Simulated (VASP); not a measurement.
CaO, 2 atoms in the cell. Symmetry: Fm-3m, No. 225, cubic system. The conventional cell has a = 4.795 Å, b = 4.795 Å, c = 4.795 Å, α = 90.00°, β = 90.00°, γ = 90.00°. Ca (site symmetry m-3m) has 6 O at 2.40 Å within 3.2 Å. O (site symmetry m-3m) has 6 Ca at 2.40 Å within 3.2 Å. 

```yaml
Program: VASP 6.6.1
Task: single point
Functional: r2SCAN
Potentials_or_basis: VASP PAW PBE potentials, release 64 (Ca_sv, O)
Cutoff: 520 eV
k_mesh: 8 × 8 × 8
Occupations: gaussian, width 0.02 eV
Spin: no spin polarisation
Dipole_correction: no
Further_INCAR_settings: ALGO = Normal; EDIFF = 1e-07; NBANDS = 15
```

Potentials or basis: VASP PAW PBE potentials, release 64 (Ca_sv, O).

Run with:

```console
$ cat potpaw_PBE.64/Ca_sv/POTCAR potpaw_PBE.64/O/POTCAR > POTCAR
$ cp INCAR.step1 INCAR
$ mpirun -np 1 vasp_std > vasp.out
$ cp INCAR.step2 INCAR
$ mpirun -np 1 vasp_std > vasp.out
```

Hardware: 1 thread of Intel Xeon 6975P-C (shared host).

**Question.** Estimate the wall time of this run.

**Answer.** Wall time 60 s on 1 thread of Intel Xeon 6975P-C (shared host), peak memory 0.17 GiB. Counts: k points 29.
